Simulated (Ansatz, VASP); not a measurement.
## Two plane-wave programs on SnO2

```
Sn O
1.0
     0.00000    4.52207    4.52207
     4.52207    0.00000    4.52207
     4.52207    4.52207    0.00000
Sn O
4 8
Direct
  0.12500 0.92819 0.62500
  0.62500 0.12500 0.12500
  0.12500 0.62500 0.12500
  0.12500 0.12500 0.12500
  0.89106 0.89106 0.89106
  0.89106 0.32683 0.89106
  0.89106 0.89106 0.32683
  0.32683 0.89106 0.89106
  0.92317 0.35894 0.35894
  0.35894 0.35894 0.92317
  0.35894 0.92317 0.35894
  0.35894 0.35894 0.35894
```

Alike in both runs: task single point; functional PBE; k mesh 6 × 6 × 6; occupations gaussian, width 0.05 eV; no spin polarisation.

```csv
,VASP,Ansatz
version,VASP 6.6.1,Ansatz 0.2.0
potentials or method,"VASP PAW PBE potentials, release 64 (Sn_d, O), cutoff 520 eV","scalar-relativistic, plane waves, PAW"
valence electrons in the cell,104,104
```

VASP gave:

- gap on the k mesh at the Fermi level (eV): none
- pressure (GPa): 15.1
- traceless stress, the component that is largest in VASP (GPa): -25.41
- rms of the force components (eV/Å): 4.065

**Question.** Estimate Ansatz's values.

**Answer.** gap on the k mesh at the Fermi level (eV): none; pressure (GPa): 15.4; traceless stress, the component that is largest in VASP (GPa): -26.60; rms of the force components (eV/Å): 4.251.

Atom by atom the forces differ by 0.210 eV/Å (rms over components). A gap of «none» marks a metal or a gap that the smearing closes. The functional is the same, so the differences come from potentials, cutoffs and numerics.
